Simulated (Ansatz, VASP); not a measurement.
Two plane-wave programs on Bi

```
CELL_PARAMETERS angstrom
4.99624 0.00000 0.00000
0.00000 4.99624 0.00000
0.00000 0.00000 5.04913
ATOMIC_POSITIONS crystal
Bi 0.74990 0.74990 0.00000
Bi 0.75010 0.24990 0.50000
Bi 0.25010 0.25010 0.00000
Bi 0.24990 0.75010 0.50000
```

Alike in both runs: task relaxation of cell and atoms; functional PBE; k mesh 8 × 8 × 8; occupations gaussian, width 0.1 eV; no spin polarisation.

|  | VASP | Ansatz |
| --- | --- | --- |
| version | VASP 6.6.1 | Ansatz 0.2.0 |
| potentials or method | VASP PAW PBE potentials, release 64 (Bi_d), cutoff 600 eV | scalar-relativistic, plane waves, PAW |
| valence electrons in the cell | 60 | 60 |

```tsv
	VASP	Ansatz	Ansatz less VASP
gap on the k mesh at the Fermi level, each at its own relaxed structure (eV)	none	none	-
relaxed volume (Å³/atom)	31.75	31.76	+0.003
relaxed length of the cell vector where the two differ most in proportion (Å)	5.194	5.191	-0.0021
```

A gap of «none» marks a metal or a gap that the smearing closes.

Spin-orbit coupling is off throughout.
